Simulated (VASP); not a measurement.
# InAs (F-43m) in VASP: notebook

Runs on InAs. Level: PBEsol. Tasks: single point, relaxation of cell and atoms.

All numbers are computed with VASP 6.6.1; they aren't measurements. Logs are shortened: lines on timing, memory, paths and dates and some standing lists are left out, and cuts for length are marked.

## (1) The cell of the first run

Symmetry: F-43m, No. 216, cubic system. Conventional cell: a = 6.088 Å, b = 6.088 Å, c = 6.088 Å, α = 90.00°, β = 90.00°, γ = 90.00°. Within 3.5 Å of In (site symmetry -43m) lie 4 As at 2.64 Å. As (site symmetry -43m) has 4 In at 2.64 Å within 3.5 Å.

## (2) Single point, PBEsol

The input, INCAR:

```
SYSTEM = InAs
  PREC = Accurate
  ENCUT = 520
  EDIFF = 1E-7
  ISMEAR = -1
  SIGMA = 0.1
  LREAL = .False.
  LASPH = .True.
  NELM = 80
  ALGO = Normal
  ISIF = 2
  LWAVE = .False.
  LCHARG = .False.
  GGA = PS
  NBANDS = 16
```

The input, KPOINTS:

```
Automatic mesh
0
Gamma
  14 14 14
  0 0 0
```

The input, POSCAR:

```
InAs
1.0
    0.0000000000      3.0439115904      3.0439115904
    3.0439115904      0.0000000000      3.0439115904
    3.0439115904      3.0439115904      0.0000000000
In As
1 1
Direct
    0.0000000000      0.0000000000      0.0000000000
    0.7500000000      0.7500000000      0.7500000000
```

Potentials or basis: VASP PAW PBE potentials, release 64 (In_d, As).

Run with:

```bash
$ cat potpaw_PBE.64/In_d/POTCAR potpaw_PBE.64/As/POTCAR > POTCAR
$ mpirun -np 1 vasp_std > vasp.out
```

OUTCAR:

```text
SYSTEM = InAs
   PREC = Accurate
   ENCUT = 520
   EDIFF = 1E-7
   ISMEAR = -1
   LREAL = .False.
   LASPH = .True.
   NELM = 80
   ISIF = 2
   GGA = PS

 ion  position               nearest neighbor table
   1  0.000  0.000  0.000-   2 2.64   2 2.64   2 2.64   2 2.64
   2  0.750  0.750  0.750-   1 2.64   1 2.64   1 2.64   1 2.64

  LATTYP: Found a face centered cubic cell.
 ALAT       =     6.0878231808

  Lattice vectors:

 A1 = (   0.0000000000,   3.0439115904,   3.0439115904)
 A2 = (   3.0439115904,   0.0000000000,   3.0439115904)
 A3 = (   3.0439115904,   3.0439115904,   0.0000000000)

Analysis of symmetry for initial positions (statically):
=====================================================================
 Subroutine PRICEL returns:
 Original cell was already a primitive cell.

 Routine SETGRP: Setting up the symmetry group for a
 face centered cubic supercell.

 Subroutine GETGRP returns: Found 24 space group operations
 (whereof 24 operations were pure point group operations)
 out of a pool of 48 trial point group operations.

The static configuration has the point symmetry T_d .

Analysis of symmetry for dynamics (positions and initial velocities):
=====================================================================
 Subroutine PRICEL returns:
 Original cell was already a primitive cell.

 Routine SETGRP: Setting up the symmetry group for a
 face centered cubic supercell.

 Subroutine GETGRP returns: Found 24 space group operations
 (whereof 24 operations were pure point group operations)
 out of a pool of 48 trial point group operations.

The dynamic configuration has the point symmetry T_d .

 Subroutine INISYM returns: Found 24 space group operations
 (whereof 24 operations are pure point group operations),
 and found     1 'primitive' translations

----------------------------------------------------------------------------------------

                                     Primitive cell

  volume of cell :      56.4061

  direct lattice vectors                    reciprocal lattice vectors
     0.000000000  3.043911590  3.043911590    -0.164262327  0.164262327  0.164262327
     3.043911590  0.000000000  3.043911590     0.164262327 -0.164262327  0.164262327
     3.043911590  3.043911590  0.000000000     0.164262327  0.164262327 -0.164262327

  length of vectors
     4.304741054  4.304741054  4.304741054     0.284510696  0.284510696  0.284510696

  position of ions in fractional coordinates (direct lattice)
     0.000000000  0.000000000  0.000000000
     0.750000000  0.750000000  0.750000000

  ion indices of the primitive-cell ions
   primitive index   ion index
                 1           1
                 2           2

----------------------------------------------------------------------------------------

 KPOINTS: Automatic mesh

Automatic generation of k-mesh.
 Grid dimensions read from file:
 generate k-points for:   14   14   14

 Generating k-lattice:

  Cartesian coordinates                     Fractional coordinates (reciprocal lattice)
    -0.011733023  0.011733023  0.011733023     0.071428571  0.000000000  0.000000000
     0.011733023 -0.011733023  0.011733023     0.000000000  0.071428571  0.000000000
     0.011733023  0.011733023 -0.011733023     0.000000000  0.000000000  0.071428571

  Length of vectors
     0.020322193  0.020322193  0.020322193

  Shift w.r.t. Gamma in fractional coordinates (k-lattice)
     0.000000000  0.000000000  0.000000000

 Subroutine IBZKPT returns following result:
 ===========================================

 Found    104 irreducible k-points:

 Following reciprocal coordinates:
            Coordinates               Weight
  0.000000  0.000000  0.000000      1.000000
  0.071429  0.000000  0.000000      8.000000
  0.142857  0.000000  0.000000      8.000000
  0.214286  0.000000  0.000000      8.000000
  0.285714  0.000000  0.000000      8.000000
  0.357143  0.000000  0.000000      8.000000
[... 16 lines left out ...]
  0.214286  0.142857  0.000000     24.000000
  0.285714  0.142857  0.000000     24.000000
 [... further k-points ...]
   k-points           NKPTS =    104   k-points in BZ     NKDIM =    104   number of bands    NBANDS=     16
   number of dos      NEDOS =    301   number of ions     NIONS =      2
   total plane-waves  NPLWV =  32768
   dimension x,y,z NGX =    32 NGY =   32 NGZ =   32
   dimension x,y,z NGXF=    64 NGYF=   64 NGZF=   64
   ions per type =               1   1
   NGX,Y,Z   is equivalent  to a cutoff of  12.36, 12.36, 12.36 a.u.
   NGXF,Y,Z  is equivalent  to a cutoff of  24.72, 24.72, 24.72 a.u.
 SYSTEM =  InAs
   PREC   = accura    normal or accurate (medium, high low for compatibility)
   ISTART =      0    job   : 0-new  1-cont  2-samecut
   ICHARG =      2    charge: 1-file 2-atom 10-const
   ISPIN  =      1    spin polarized calculation?
   LNONCOLLINEAR =      F non collinear calculations
   LSORBIT =      F    spin-orbit coupling
   LASPH  =      T    aspherical Exc in radial PAW
   ENCUT  =  520.0 eV  38.22 Ry    6.18 a.u.   8.00  8.00  8.00*2*pi/ulx,y,z
   NELM   =     80;   NELMIN=  2; NELMDL= -5     # of ELM steps
   EDIFF  = 0.1E-06   stopping-criterion for ELM
   LREAL  =      F    real-space projection
   EDIFFG = 0.1E-05   stopping-criterion for IOM
   NSW    =      0    number of steps for IOM
   IBRION =     -1    ionic relax: 0-MD 1-quasi-New 2-CG
   NFREE  =      0    steps in history (QN), initial steepest desc. (CG)
   ISIF   =      2    stress and relaxation
   ISYM   =      2    0-nonsym 1-usesym 2-fastsym
   POTIM  = 0.5000    time-step for ionic-motion
   TEBEG  =    0.0;   TEEND  =   0.0 temperature during run
   PSTRESS=    0.0 pullay stress
   NELECT =      18.0000    total number of electrons
   NUPDOWN=      -1.0000    fix difference up-down
   EMIN   =  10.00;   EMAX   =-10.00  energy-range for DOS
   EFERMI =   0.00;   METHOD = LEGACY
   ISMEAR =    -1;   SIGMA  =   0.10  broadening in eV -4-tet -1-fermi 0-gaus
   EFERMI_NEDOS =   21; number of points for ismear=-14 and -15
   IALGO  =     38    algorithm
   IMIX   =      4    mixing-type and parameters
     AMIX     =   0.40;   BMIX     =  1.00
     AMIX_MAG =   1.60;   BMIX_MAG =  1.00
  volume/ion in A,a.u.               =      28.20       190.32
  Fermi-wavevector in a.u.,A,eV,Ry     =   1.118726  2.114085 17.028335  1.251547
  Thomas-Fermi vector in A             =   2.255359
   LORBIT       =      0    0 simple, 1 ext, 2 COOP (PROOUT), +10 PAW based schemes
   GGA     = PS    functional components
   LHFCALC =     F    Hartree Fock is set to
   AEXX    =    0.0000 exact exchange contribution
   IVDW    =     0    specifies the selected vdW correction
   LEPSILON=     F    determine dielectric tensor
   LRPA    =     F    only Hartree local field effects (RPA)
 non-spin polarized calculation
  energy-cutoff  :      520.00
  volume of cell :       56.41
 maximum number of plane-waves:      1540
   NGX = 17   NGY = 17   NGZ = 17

 number of electron      17.9999992 magnetization

 Free energy of the ion-electron system (eV)
  ---------------------------------------------------
  ext. energy  EPLUGINS =         0.00000000
  ---------------------------------------------------
  free energy    TOTEN  =        -8.49118650 eV

  energy without entropy =       -8.49049209  energy(sigma->0) =       -8.49083929

 E-fermi :   4.4631     XC(G=0):  -9.1965

 val. band max:        4.1705078571   @ k =   0.0000   0.0000   0.0000
 cond. band min:       4.7843511272   @ k =   0.0714   0.0000   0.0000
 fundamental gap:      0.6138432701
 Fermi energy:         4.4631184185

 k-point     1 :       0.0000    0.0000    0.0000
  band No.  band energies     occupation
      1     -10.1204      2.00000
      2     -10.1204      2.00000
      3     -10.1204      2.00000
      4     -10.0007      2.00000
      5     -10.0007      2.00000
      6      -7.5905      2.00000
[... 8 lines left out ...]
     15      13.7840      0.00000
     16      13.7840      0.00000

 k-point     2 :       0.0714    0.0000    0.0000
  band No.  band energies     occupation
      1     -10.1270      2.00000
      2     -10.1185      2.00000
      3     -10.1185      2.00000
      4     -10.0008      2.00000
      5     -10.0008      2.00000
      6      -7.5385      2.00000
[... 8 lines left out ...]
     15      13.2872      0.00000
     16      13.2872      0.00000

 k-point     3 :       0.1429    0.0000    0.0000
  band No.  band energies     occupation
      1     -10.1449      2.00000
      2     -10.1134      2.00000
      3     -10.1134      2.00000
      4     -10.0008      2.00000
      5     -10.0008      2.00000
      6      -7.3867      2.00000
[... 8 lines left out ...]
     15      12.7872      0.00000
     16      12.7872      0.00000

 k-point     4 :       0.2143    0.0000    0.0000
  band No.  band energies     occupation
      1     -10.1696      2.00000
      2     -10.1065      2.00000
      3     -10.1065      2.00000
      4     -10.0002      2.00000
      5     -10.0002      2.00000
      6      -7.1483      2.00000
[... 8 lines left out ...]
     15      12.5933      0.00000
     16      12.5933      0.00000

 k-point     5 :       0.2857    0.0000    0.0000
  band No.  band energies     occupation
      1     -10.1957      2.00000
      2     -10.0997      2.00000
      3     -10.0997      2.00000
      4      -9.9987      2.00000
      5      -9.9987      2.00000
      6      -6.8482      2.00000
[... 8 lines left out ...]
     15      12.7957      0.00000
     16      12.7957      0.00000

 k-point     6 :       0.3571    0.0000    0.0000
  band No.  band energies     occupation
      1     -10.2182      2.00000
      2     -10.0945      2.00000
      3     -10.0945      2.00000
      4      -9.9963      2.00000
      5      -9.9963      2.00000
      6      -6.5308      2.00000
[... 8 lines left out ...]
     15      13.3769      0.00000
     16      13.3769      0.00000

 k-point     7 :       0.4286    0.0000    0.0000
  band No.  band energies     occupation
      1     -10.2332      2.00000
      2     -10.0915      2.00000
      3     -10.0915      2.00000
      4      -9.9940      2.00000
      5      -9.9940      2.00000
      6      -6.2711      2.00000
[... 8 lines left out ...]
     15      14.1996      0.00000
     16      14.1996      0.00000

 k-point     8 :       0.5000    0.0000    0.0000
  band No.  band energies     occupation
      1     -10.2385      2.00000
      2     -10.0905      2.00000
      3     -10.0905      2.00000
      4      -9.9931      2.00000
      5      -9.9931      2.00000
      6      -6.1670      2.00000
[... 8 lines left out ...]
     15      14.7927      0.00000
     16      14.7927      0.00000

 k-point     9 :       0.0714    0.0714    0.0000
  band No.  band energies     occupation
      1     -10.1313      2.00000
      2     -10.1168      2.00000
      3     -10.1168      2.00000
      4     -10.0021      2.00000
      5      -9.9996      2.00000
      6      -7.5212      2.00000
[... 8 lines left out ...]
     15      12.6923      0.00000
     16      13.8391      0.00000
[... 172 lines left out ...]
 k-point    19 :      -0.2143    0.0714    0.0000
  band No.  band energies     occupation
      1     -10.1829      2.00000
      2     -10.1040      2.00000
      3     -10.1003      2.00000
      4     -10.0027      2.00000
      5      -9.9975      2.00000
      6      -7.0126      2.00000
[... 8 lines left out ...]
     15      12.5173      0.00000
     16      13.3681      0.00000

 k-point    20 :      -0.1429    0.0714    0.0000
  band No.  band energies     occupation
      1     -10.1584      2.00000
      2     -10.1111      2.00000
      3     -10.1070      2.00000
      4     -10.0029      2.00000
      5      -9.9988      2.00000
      6      -7.2725      2.00000
[... 8 lines left out ...]
     15      12.5963      0.00000
     16      13.0755      0.00000

 k-point    21 :      -0.0714    0.0714    0.0000
  band No.  band energies     occupation
      1     -10.1382      2.00000
      2     -10.1164      2.00000
      3     -10.1137      2.00000
      4     -10.0020      2.00000
      5      -9.9997      2.00000
      6      -7.4533      2.00000
[... 8 lines left out ...]
     15      12.6432      0.00000
     16      13.0684      0.00000

 k-point    22 :       0.1429    0.1429    0.0000
  band No.  band energies     occupation
      1     -10.1598      2.00000
      2     -10.1064      2.00000
      3     -10.1064      2.00000
      4     -10.0063      2.00000
      5      -9.9966      2.00000
      6      -7.3194      2.00000
[... 8 lines left out ...]
     15      12.9496      0.00000
     16      14.0032      0.00000

 k-point    23 :       0.2143    0.1429    0.0000
  band No.  band energies     occupation
      1     -10.1793      2.00000
      2     -10.1001      2.00000
      3     -10.0991      2.00000
      4     -10.0088      2.00000
      5      -9.9948      2.00000
      6      -7.1433      2.00000
[... 8 lines left out ...]
     15      13.5943      0.00000
     16      13.8690      0.00000

 k-point    24 :       0.2857    0.1429    0.0000
  band No.  band energies     occupation
      1     -10.2006      2.00000
      2     -10.0946      2.00000
      3     -10.0916      2.00000
      4     -10.0099      2.00000
      5      -9.9929      2.00000
      6      -6.8905      2.00000
[... 8 lines left out ...]
     15      13.7795      0.00000
     16      13.8524      0.00000

 [... further k-points ...]

------------------------ aborting loop because EDIFF is reached ----------------------------------------

  FORCE on cell =-STRESS in cart. coord.  units (eV):
  Direction    XX          YY          ZZ          XY          YZ          ZX
  --------------------------------------------------------------------------------------
  -------------------------------------------------------------------------------------
  Total        0.0231698      0.0231698      0.0231698     -0.0000000      0.0000000     -0.0000000
  in kB        0.6581220      0.6581220      0.6581220     -0.0000000      0.0000000     -0.0000000
  external PRESSURE =       0.6581220 kB  Pullay stress =       0.0000000 kB

 VOLUME and BASIS-vectors are now :
 -----------------------------------------------------------------------------
  energy-cutoff  :      520.00
  volume of cell :       56.41
      direct lattice vectors                 reciprocal lattice vectors
     0.000000000  3.043911590  3.043911590    -0.164262327  0.164262327  0.164262327
     3.043911590  0.000000000  3.043911590     0.164262327 -0.164262327  0.164262327
     3.043911590  3.043911590  0.000000000     0.164262327  0.164262327 -0.164262327

 POSITION                                       TOTAL-FORCE (eV/Angst)
 -----------------------------------------------------------------------------------
      0.00000      0.00000      0.00000        -0.000000     -0.000000     -0.000000
      4.56587      4.56587      4.56587         0.000000      0.000000      0.000000
 -----------------------------------------------------------------------------------
    total drift:                                0.000000      0.000000      0.000000

  FREE ENERGIE OF THE ION-ELECTRON SYSTEM (eV)
  ---------------------------------------------------
  free  energy   TOTEN  =        -8.4911864958 eV

  energy  without entropy=       -8.4904920918  energy(sigma->0) =       -8.49083929
```

It took 97 s on 1 thread of Intel Xeon 8259CL, shared host; peak memory 0.24 GiB.

Results:

```yaml
Free_energy: -8.4912 eV
Pressure: 0.1 GPa
Band_gap_on_the_k_mesh: zero (filled and empty bands touch)
```

Levels at points of the mesh, in eV from the Fermi level:
```csv
k point,band 5,band 6,band 7,band 8,band 9,band 10,band 11,band 12,band 13,band 14
"(0.00, 0.00, 0.00)",-14.46,-12.05,-0.68,-0.29,-0.29,-0.29,3.56,3.56,3.56,6.96
"(0.50, 0.00, 0.00)",-14.46,-10.63,-6.00,-1.26,-1.26,0.54,4.32,4.32,6.40,8.51
"(0.50, 0.50, 0.00)",-14.44,-10.11,-6.09,-2.57,-2.57,1.18,1.69,8.65,8.79,8.79
```

Caveat: semilocal functionals underestimate gaps, so a narrow gap can read as zero; the PAW data sets were made with another functional, which shifts forces and pressure a little; spin-orbit coupling is left out, which moves the levels of the heavy elements.

## (3) Relaxation of cell and atoms, PBEsol

This run uses another cell than the first one, of 27.49 Å³/atom.

The input, INCAR:

```
ALGO = Normal
EDIFF = 1E-7
EDIFFG = -0.002
ENCUT = 600
GGA = PS
IBRION = 2
ISIF = 3
ISMEAR = -1
LASPH = T
LCHARG = F
LREAL = F
LWAVE = F
NELM = 60
NSW = 100
PREC = Accurate
SIGMA = 0.1
```

The input, KPOINTS:

```
k-points
0
Gamma
  14 14 14
```

The input, POSCAR:

```
InAs
1.0
    0.0000000000      3.0180000000      3.0180000000
    3.0180000000      0.0000000000      3.0180000000
    3.0180000000      3.0180000000      0.0000000000
In As
1 1
Direct
    0.0000000000      0.0000000000      0.0000000000
    0.7500000000      0.7500000000      0.7500000000
```

Potentials or basis: VASP PAW PBE potentials, release 64 (In_d, As).

Run with:

```bash
$ cat potpaw_PBE.64/In_d/POTCAR potpaw_PBE.64/As/POTCAR > POTCAR
$ mpirun -np 1 vasp_std > vasp.out
```

It took 4.4 min on 1 thread of Intel Xeon 8259CL, shared host; peak memory 0.29 GiB.

Results (log left out):

```yaml
Free_energy: -8.4914 eV
Relaxed_volume: 28.24 Å³/atom
Relaxed_cell: a = 4.307 Å, b = 4.307 Å, c = 4.307 Å, α = 60.00°, β = 60.00°, γ = 60.00°
Space_group_after_relaxing_to_0.1_Å: F-43m (No. 216)
Energy_gained_by_relaxing: 3.7 meV/atom
Ionic_steps: 3
Pressure_after_relaxing: 0.0 GPa
Band_gap_on_the_k_mesh: zero (filled and empty bands touch)
```

Step by step:
```
step  energy change (eV)  largest force (eV/Å)  pressure (GPa)  volume (Å³)
   1              0.0000                0.0000            1.62        54.98
   2             -0.0058                0.0000           -0.70        57.22
   3             -0.0074                0.0000            0.01        56.49
```

Final structure:
```
In As
1.0
     0.00000    3.04538    3.04538
     3.04538    0.00000    3.04538
     3.04538    3.04538    0.00000
In As
1 1
Direct
  0.00000 0.00000 0.00000
  0.75000 0.75000 0.75000
```

Levels at points of the mesh, in eV from the Fermi level:
```csv
k point,band 6,band 7,band 8,band 9,band 10,band 11,band 12,band 13
"(0.00, 0.00, 0.00)",-12.04,-0.68,-0.29,-0.29,-0.29,3.56,3.56,3.56
"(0.50, 0.00, 0.00)",-10.62,-6.00,-1.26,-1.26,0.54,4.32,4.32,6.40
"(0.50, 0.50, 0.00)",-10.10,-6.08,-2.56,-2.56,1.18,1.69,8.65,8.78
```

Caveat: semilocal functionals underestimate gaps, so a narrow gap can read as zero; the PAW data sets were made with another functional, which shifts forces and pressure a little; spin-orbit coupling is left out, which moves the levels of the heavy elements.
